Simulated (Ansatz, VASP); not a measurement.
H in VASP and in Ansatz

INCAR

```
ALGO = Normal ; EDIFF = 1E-6
ENCUT = 520 ; GGA = CA
ISIF = 2 ; ISMEAR = 0
LASPH = T ; LCHARG = F
LREAL = F ; LWAVE = F
NBANDS = 10 ; NELM = 60
PREC = Accurate ; SIGMA = 0.05
```

File KPOINTS:

```
k-points
0
Gamma
  6 6 6
```

File POSCAR:

```
H
1.0
    2.6234813799     -2.5669048168      0.0000000000
    2.6234813799      2.5669048168      0.0000000000
    0.0000000000      0.0000000000      4.1418180000
H
4
Direct
    0.9532956300      0.0467043700      0.0322929095
    0.4532956300      0.5467043700      0.4314911100
    0.5467043700      0.4532956300      0.5685088900
    0.0467043700      0.9532956300      0.9314911100
```

Input for Ansatz:

```yaml
crystal:
  lattice:
    - [2.6234813799, -2.5669048168, 0.0]
    - [2.6234813799, 2.5669048168, 0.0]
    - [0.0, 0.0, 4.141818]
  atoms:
    - { symbol: H, position: [0.95329563, 0.04670437, 0.0322929095] }
    - { symbol: H, position: [0.45329563, 0.54670437, 0.43149111] }
    - { symbol: H, position: [0.54670437, 0.45329563, 0.56850889] }
    - { symbol: H, position: [0.04670437, 0.95329563, 0.93149111] }
basis:
  ecutwfc: 420
kpoints:
  mp_grid: { grid: [6, 6, 6] }
hamiltonian:
  xc: lda
scf:
  occupations: { method: gaussian, width: 0.05 }
output:
  forces: true
  stress: true
  eigenvalues: true
```

Alike in both runs: task single point; functional LDA; k mesh 6 × 6 × 6; occupations gaussian, width 0.05 eV; no spin polarisation.

|  | VASP | Ansatz |
| --- | --- | --- |
| version | VASP 6.6.1 | Ansatz 0.2.0 |
| potentials or method | VASP PAW LDA potentials, release 64 (H), cutoff 520 eV | scalar-relativistic, plane waves, PAW |
| valence electrons in the cell | 4 | 4 |

|  | VASP | Ansatz | Ansatz less VASP |
| --- | --- | --- | --- |
| gap on the k mesh at the Fermi level (eV) | 9.03 | 9.03 | +0.006 |
| least direct gap on the mesh (eV) | 9.38 | 9.38 | +0.005 |
| pressure (GPa) | 4.0 | 4.1 | +0.12 |
| traceless stress, the component that is largest in VASP (GPa) | 5.09 | 5.02 | -0.065 |
| rms of the force components (eV/Å) | 2.752 | 2.721 | -0.0307 |

LDA's correlation is that of Perdew and Zunger in VASP and of Perdew and Wang (1992) in Ansatz. Atom by atom the forces differ by 0.031 eV/Å (rms over components).
